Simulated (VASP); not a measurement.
# Al16CN15 (a cell with a defect) (C_N) in VASP: relaxation of the atoms with PBE

Aim: the relaxation of the atoms of Al16CN15 (a cell with a defect) (C_N) with PBE.

Everything below comes from runs of VASP 6.6.1. Logs are shortened: lines on timing, memory, paths and dates and some standing lists are left out, and cuts for length are marked.

## 1. The cell of the first run

The cell holds a defect, 32 atoms: a = 6.260 Å, b = 6.260 Å, c = 10.035 Å, α = 90.00°, β = 90.00°, γ = 120.00°.

## 2. Relaxation of the atoms, PBE

The input, INCAR:

```
PREC = Accurate
ENCUT = 520
EDIFF = 1E-6
ISMEAR = 0
SIGMA = 0.01
LREAL = Auto
LASPH = True
NELM = 100
ALGO = Normal
ISIF = 2
LWAVE = False
LCHARG = False
GGA = PE
IBRION = 2
NSW = 100
EDIFFG = -0.03
NELECT = 126.0
```

The input, KPOINTS:

```
Automatic mesh
0
Gamma
  1 1 1
  0.25 0.25 0.25
```

The input, POSCAR:

```
Al16CN15
1.0
    6.2595139300      0.0000000600      0.0000000000
   -3.1297570200      5.4208980500      0.0000000000
    0.0000000000      0.0000000000     10.0348065100
Al N C
16 15 1
Direct
    0.3333333300      0.1666666700      0.2496176900
    0.1666666700      0.3333333300      0.4996176900
    0.3333333300      0.1666666700      0.7496176900
    0.1666666700      0.3333333300      0.9996176900
    0.3333333300      0.6666666700      0.2496176900
    0.1666666700      0.8333333300      0.4996176900
    0.3333333300      0.6666666700      0.7496176900
    0.1666666700      0.8333333300      0.9996176900
    0.8333333300      0.1666666700      0.2496176900
    0.6666666700      0.3333333300      0.4996176900
    0.8333333300      0.1666666700      0.7496176900
    0.6666666700      0.3333333300      0.9996176900
    0.8333333300      0.6666666700      0.2496176900
    0.6666666700      0.8333333300      0.4996176900
    0.8333333300      0.6666666700      0.7496176900
    0.6666666700      0.8333333300      0.9996176900
    0.3333333300      0.1666666700      0.4403823100
    0.1666666700      0.3333333300      0.1903823100
    0.3333333300      0.1666666700      0.9403823100
    0.1666666700      0.3333333300      0.6903823100
    0.3333333300      0.6666666700      0.4403823100
    0.1666666700      0.8333333300      0.1903823100
    0.3333333300      0.6666666700      0.9403823100
    0.1666666700      0.8333333300      0.6903823100
    0.8333333300      0.1666666700      0.4403823100
    0.6666666700      0.3333333300      0.1903823100
    0.8333333300      0.1666666700      0.9403823100
    0.6666666700      0.3333333300      0.6903823100
    0.6666666700      0.8333333300      0.1903823100
    0.8333333300      0.6666666700      0.9403823100
    0.6666666700      0.8333333300      0.6903823100
    0.8333333300      0.6666666700      0.4403823100
```

Potentials or basis: VASP PAW PBE potentials, release 64 (Al, N, C).

Started as:

```sh
cat potpaw_PBE.64/Al/POTCAR potpaw_PBE.64/N/POTCAR potpaw_PBE.64/C/POTCAR > POTCAR
mpirun -np 1 vasp_std > vasp.out
```

OUTCAR:

```text
PREC = Accurate
   ENCUT = 520
   EDIFF = 1E-6
   ISMEAR = 0
   LREAL = Auto
   LASPH = True
   NELM = 100
   ISIF = 2
   GGA = PE
   IBRION = 2
   NSW = 100
   EDIFFG = -0.03
   NELECT = 126.0

 ion  position               nearest neighbor table
   1  0.333  0.167  0.250-  18 1.90  26 1.90  22 1.90  17 1.91   2 3.09   4 3.09  10 3.09  12 3.09
                             6 3.09   8 3.09  13 3.13  13 3.13   9 3.13   9 3.13   5 3.13   5 3.13
   2  0.167  0.333  0.500-  17 1.90  25 1.90  21 1.90  20 1.91   1 3.09   3 3.09   9 3.09  11 3.09
                             5 3.09   7 3.09  14 3.13  14 3.13  10 3.13  10 3.13   6 3.13   6 3.13
   3  0.333  0.167  0.750-  20 1.90  28 1.90  24 1.90  19 1.91   2 3.09   4 3.09  10 3.09  12 3.09
                             6 3.09   8 3.09  15 3.13  15 3.13  11 3.13  11 3.13   7 3.13   7 3.13
   4  0.167  0.333  1.000-  19 1.90  27 1.90  23 1.90  18 1.91   1 3.09   3 3.09   9 3.09  11 3.09
                             5 3.09   7 3.09  16 3.13  16 3.13  12 3.13  12 3.13   8 3.13   8 3.13
   5  0.333  0.667  0.250-  22 1.90  29 1.90  18 1.90  21 1.91   6 3.09   8 3.09  14 3.09  16 3.09
                             2 3.09   4 3.09   9 3.13   9 3.13  13 3.13  13 3.13   1 3.13   1 3.13
   6  0.167  0.833  0.500-  21 1.90  32 1.90  17 1.90  24 1.91   5 3.09   7 3.09  13 3.09  15 3.09
                             1 3.09   3 3.09  10 3.13  10 3.13  14 3.13  14 3.13   2 3.13   2 3.13
   7  0.333  0.667  0.750-  24 1.90  31 1.90  20 1.90  23 1.91   6 3.09   8 3.09  14 3.09  16 3.09
                             2 3.09   4 3.09  11 3.13  11 3.13  15 3.13  15 3.13   3 3.13   3 3.13
   8  0.167  0.833  1.000-  23 1.90  30 1.90  19 1.90  22 1.91   5 3.09   7 3.09  13 3.09  15 3.09
                             1 3.09   3 3.09  12 3.13  12 3.13  16 3.13  16 3.13   4 3.13   4 3.13
   9  0.833  0.167  0.250-  26 1.90  18 1.90  29 1.90  25 1.91  10 3.09  12 3.09   2 3.09   4 3.09
[... 17 lines left out ...]
  19  0.333  0.167  0.940-   4 1.90  12 1.90   8 1.90   3 1.91
  20  0.167  0.333  0.690-   3 1.90  11 1.90   7 1.90   2 1.91
  21  0.333  0.667  0.440-   6 1.90  14 1.90   2 1.90   5 1.91
  22  0.167  0.833  0.190-   5 1.90  13 1.90   1 1.90   8 1.91
[... 8 lines left out ...]
  31  0.667  0.833  0.690-  15 1.90   7 1.90  11 1.90  14 1.91
  32  0.833  0.667  0.440-  14 1.90   6 1.90  10 1.90  13 1.91

  LATTYP: Found a hexagonal cell.
 ALAT       =     6.2595139300
 C/A-ratio  =     1.6031287129

  Lattice vectors:

 A1 = (   6.2595139300,   0.0000000600,   0.0000000000)
 A2 = (  -3.1297570200,   5.4208980500,   0.0000000000)
 A3 = (   0.0000000000,   0.0000000000,  10.0348065100)

Analysis of symmetry for initial positions (statically):
=====================================================================
 Subroutine PRICEL returns:
 Original cell was already a primitive cell.

 Routine SETGRP: Setting up the symmetry group for a
 hexagonal supercell.

 Subroutine GETGRP returns: Found  6 space group operations
 (whereof  2 operations were pure point group operations)
[... 184 lines left out ...]
   LRPA    =     F    only Hartree local field effects (RPA)
 conjugate gradient relaxation of ions
 non-spin polarized calculation
 Gauss-broadening in eV      SIGMA  =   0.01
  energy-cutoff  :      520.00
  volume of cell :      340.50
 maximum number of plane-waves:      9148
 NGX is ok and might be reduce to    48
   NGX = 23   NGY = 23   NGZ = 37

--------------------------------------- Ionic step        1  -------------------------------------------

 number of electron     125.9999984 magnetization

 Free energy of the ion-electron system (eV)
  ---------------------------------------------------
  ext. energy  EPLUGINS =         0.00000000
  ---------------------------------------------------
  free energy    TOTEN  =      -242.89450007 eV

  energy without entropy =     -242.89450006  energy(sigma->0) =     -242.89450006

------------------------ aborting loop because EDIFF is reached ----------------------------------------

  FORCE on cell =-STRESS in cart. coord.  units (eV):
  Direction    XX          YY          ZZ          XY          YZ          ZX
  --------------------------------------------------------------------------------------
  -------------------------------------------------------------------------------------
  Total       -6.9915136     -6.9915136     -4.0021515      0.0000000     -0.0000000      0.0000000
  in kB      -32.8973516    -32.8973516    -18.8314277      0.0000000     -0.0000000      0.0000000
  external PRESSURE =     -28.2087103 kB  Pullay stress =       0.0000000 kB
[... 179 lines left out ...]
  FREE ENERGIE OF THE ION-ELECTRON SYSTEM (eV)
  ---------------------------------------------------
  free  energy   TOTEN  =      -243.1602448013 eV

  energy  without entropy=     -243.1602447860  energy(sigma->0) =     -243.16024479

[... ionic steps 4 to 9 ...]

--------------------------------------- Ionic step       10  -------------------------------------------

 number of electron     125.9999986 magnetization

------------------------ aborting loop because EDIFF is reached ----------------------------------------
[... 127 lines left out ...]
--------------------------------------- Ionic step       12  -------------------------------------------

 number of electron     125.9999986 magnetization

 Free energy of the ion-electron system (eV)
  ---------------------------------------------------
  ext. energy  EPLUGINS =         0.00000000
  ---------------------------------------------------
  free energy    TOTEN  =      -243.23057344 eV

  energy without entropy =     -243.23057344  energy(sigma->0) =     -243.23057344

 E-fermi :   6.0713     XC(G=0): -10.8115

 val. band max:        5.9638095620   @ k =   0.2500   0.2500   0.2500
 cond. band min:       6.1419009372   @ k =   0.2500   0.2500   0.2500
 fundamental gap:      0.1780913753
 Fermi energy:         6.0712717801

 k-point     1 :       0.2500    0.2500    0.2500
  band No.  band energies     occupation
      1      -8.5724      2.00000
      2      -8.1703      2.00000
      3      -7.9792      2.00000
      4      -7.9274      2.00000
      5      -7.6434      2.00000
      6      -7.6131      2.00000
[... 67 lines left out ...]
     74      12.7918      0.00000
     75      13.0526      0.00000
 [bands above 75 left out]

------------------------ aborting loop because EDIFF is reached ----------------------------------------

  FORCE on cell =-STRESS in cart. coord.  units (eV):
  Direction    XX          YY          ZZ          XY          YZ          ZX
  --------------------------------------------------------------------------------------
  -------------------------------------------------------------------------------------
  Total       -4.8862399     -4.8862399     -6.3642460      0.0000000     -0.0000000      0.0000000
  in kB      -22.9913523    -22.9913523    -29.9458528      0.0000000     -0.0000000      0.0000000
  external PRESSURE =     -25.3095191 kB  Pullay stress =       0.0000000 kB
[... 47 lines left out ...]
  FREE ENERGIE OF THE ION-ELECTRON SYSTEM (eV)
  ---------------------------------------------------
  free  energy   TOTEN  =      -243.2305734434 eV

  energy  without entropy=     -243.2305734434  energy(sigma->0) =     -243.23057344

 reached required accuracy - stopping structural energy minimisation
```

CONTCAR:

```text
Al16CN15
   1.00000000000000
     6.2595139299999998    0.0000000600000000    0.0000000000000000
    -3.1297570200000000    5.4208980499999999    0.0000000000000000
     0.0000000000000000    0.0000000000000000   10.0348065099999992
  Al              N               C
    16    15     1
Direct
     0.3319420421203470    0.1680579578796531    0.2518296917501648
     0.1666666699999979    0.3333333300000021    0.5000678733406883
     0.3316737533674213    0.1683262466325788    0.7496991547567969
     0.1666666699999979    0.3333333300000021    0.0007768282436287
     0.3319420421203470    0.6638840942406877    0.2518296917501648
     0.1813834137365950    0.8406917018683009    0.4992421506521408
[... 24 lines left out ...]
     0.6665291903373768    0.8334708096626232    0.6911175999340625
     0.8333333300000021    0.6666666699999979    0.4570811125162650

  0.00000000E+00  0.00000000E+00  0.00000000E+00
  0.00000000E+00  0.00000000E+00  0.00000000E+00
  0.00000000E+00  0.00000000E+00  0.00000000E+00
  0.00000000E+00  0.00000000E+00  0.00000000E+00
  0.00000000E+00  0.00000000E+00  0.00000000E+00
  0.00000000E+00  0.00000000E+00  0.00000000E+00
[... 24 lines left out ...]
  0.00000000E+00  0.00000000E+00  0.00000000E+00
  0.00000000E+00  0.00000000E+00  0.00000000E+00
```

Run time: 8.7 min. Hardware: 1 thread of AMD EPYC 7R13 (Zen 3), shared host; peak memory 0.45 GiB.

Results:

```yaml
Free_energy: -243.2306 eV
Energy_gained_by_relaxing: 10.5 meV/atom
Ionic_steps: 12
Largest_force_after_relaxing: 0.029 eV/Å
```

Forces on the atoms (eV/Å):
```
Al  -0.003  0.002 -0.011
Al   0.000  0.000  0.000
Al  -0.013  0.007  0.007
Al   0.000  0.000 -0.021
Al   0.000 -0.003 -0.011
Al  -0.010 -0.005 -0.013
Al   0.000 -0.015  0.007
Al  -0.006 -0.003 -0.007
Al   0.003  0.002 -0.011
Al   0.000  0.011 -0.013
Al   0.013  0.007  0.007
Al   0.000  0.007 -0.007
Al   0.000  0.000 -0.015
Al   0.010 -0.005 -0.013
Al   0.000  0.000  0.021
Al   0.006 -0.003 -0.007
N    0.015 -0.009  0.017
N    0.000  0.000 -0.013
N   -0.005  0.003 -0.008
N    0.000  0.000 -0.008
N    0.000  0.017  0.017
N    0.011  0.006  0.007
N    0.000 -0.006 -0.008
N    0.009  0.005  0.004
N   -0.015 -0.009  0.017
N    0.000 -0.012  0.007
N    0.005  0.003 -0.008
N    0.000 -0.011  0.004
N   -0.011  0.006  0.007
N    0.000  0.000  0.021
N   -0.009  0.005  0.004
C    0.000  0.000  0.029
```

Step by step:
```csv
step,energy change (eV),largest force (eV/Å),pressure (GPa)
1,0.0000,1.6911,-2.82
2,-0.2656,0.6885,-2.86
3,-0.2657,0.6941,-2.86
4,-0.3060,0.3438,-2.80
5,-0.3072,0.2747,-2.78
6,-0.3249,0.1993,-2.69
7,-0.3260,0.1826,-2.66
8,-0.3334,0.0950,-2.58
9,-0.3336,0.0927,-2.56
10,-0.3353,0.1092,-2.53
11,-0.3356,0.0556,-2.54
12,-0.3361,0.0294,-2.53
```

Final structure:
```
Al N C
1.0
     6.25951    0.00000    0.00000
    -3.12976    5.42090    0.00000
     0.00000    0.00000   10.03481
Al N C
16 15 1
Direct
  0.33194 0.16806 0.25183
  0.16667 0.33333 0.50007
  0.33167 0.16833 0.74970
  0.16667 0.33333 0.00078
  0.33194 0.66388 0.25183
  0.18138 0.84069 0.49924
  0.33167 0.66335 0.74970
  0.16814 0.83407 0.99762
  0.83612 0.16806 0.25183
  0.65931 0.31862 0.49924
  0.83665 0.16833 0.74970
  0.66593 0.33186 0.99762
  0.83333 0.66667 0.23218
  0.65931 0.84069 0.49924
  0.83333 0.66667 0.74933
  0.66593 0.83407 0.99762
  0.33295 0.16705 0.43966
  0.16667 0.33333 0.19016
  0.33319 0.16681 0.93999
  0.16667 0.33333 0.68984
  0.33295 0.66590 0.43966
  0.16870 0.83435 0.19069
  0.33319 0.66637 0.93999
  0.16694 0.83347 0.69112
  0.83410 0.16705 0.43966
  0.66565 0.33130 0.19069
  0.83363 0.16681 0.93999
  0.66653 0.33306 0.69112
  0.66565 0.83435 0.19069
  0.83333 0.66667 0.94106
  0.66653 0.83347 0.69112
  0.83333 0.66667 0.45708
```

Caveat: the k points lie up to 1.16 Å⁻¹ apart; the cell carries a net charge on a neutralising background, which shifts energy and pressure; the cell is charged against a uniform background, so pressure and absolute levels hang on convention.
